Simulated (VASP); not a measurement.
A run of VASP 6.6.1:

The input INCAR:

```
SYSTEM = HfO2
ALGO = Normal
EDIFF = 1E-6
ENCUT = 600
GGA = PE
GGA_COMPAT = .False.
ISIF = 2
ISMEAR = 0
LASPH = .True.
LCHARG = .False.
LREAL = .False.
LWAVE = .False.
NBANDS = 31
NELM = 120
PREC = Accurate
SIGMA = 0.02
```

Contents of KPOINTS:

```
k-points
0
Gamma
  6 6 8
  0 0 0
```

POSCAR

```
HfO2
1.0
    4.7827619930      0.0000000000      0.0000000000
    0.0000000000      4.7827619930      0.0000000000
    0.0000000000      0.0000000000      3.2810830584
Hf O
2 4
Direct
    0.0000000000      0.0000000000      0.0000000000
    0.5000000000      0.5000000000      0.5000000000
    0.1939893317      0.8060106683      0.5000000000
    0.3060106683      0.3060106683      0.0000000000
    0.6939893317      0.6939893317      0.0000000000
    0.8060106683      0.1939893317      0.5000000000
```

Potentials or basis: VASP PAW PBE potentials, release 64 (Hf_pv, O).

Command:

```bash
$ cat potpaw_PBE.64/Hf_pv/POTCAR potpaw_PBE.64/O/POTCAR > POTCAR
$ mpirun -np 1 vasp_std > vasp.out
```

Hardware: 1 thread of Intel Xeon 8259CL, with other jobs on the host.

**Question.** Estimate the wall time of this run.

**Answer.** It took 2.9 min on 1 thread of Intel Xeon 8259CL (shared host), peak memory 0.24 GiB. Counts: scf iterations 14, k points 50.
